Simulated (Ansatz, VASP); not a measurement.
## Ge: VASP beside Ansatz

```xyz
12
Lattice="5.9364 0.0000 0.0000 0.0000 5.9364 0.0000 0.0000 0.0000 7.0938" Properties=species:S:1:pos:R:3 pbc="T T T"
Ge    0.5037    0.5037    0.0000
Ge    2.4645    3.4720    5.3204
Ge    5.4327    5.4327    3.5469
Ge    3.4720    2.4645    1.7735
Ge    1.0082    2.2193    1.7477
Ge    0.7489    3.9764    7.0680
Ge    4.9283    3.7171    5.2946
Ge    5.1875    1.9601    3.5211
Ge    3.9764    0.7489    0.0258
Ge    3.7171    4.9283    1.7992
Ge    1.9601    5.1875    3.5727
Ge    2.2193    1.0082    5.3461
```

Alike in both runs: functional r2SCAN; k mesh 3 × 3 × 3; occupations fermi-dirac, width 0.05 eV; no spin polarisation.

Ansatz relaxed the structure, and its values are those at the end. VASP's run is a single point on that final structure, the one shown.

```csv
,VASP,Ansatz
version,VASP 6.6.1,Ansatz 0.2.0
potentials or method,"VASP PAW PBE potentials, release 64 (Ge_d), cutoff 520 eV","plane waves (500 eV) with PAW, scalar-relativistic"
valence electrons in the cell,168,168
```

```tsv
	VASP	Ansatz	Ansatz less VASP
pressure (GPa)	0.0	0.0	-0.03
rms of the force components (eV/Å)	0.003	0.001	-0.0019
```

VASP's potentials were made for PBE, not for r2SCAN.
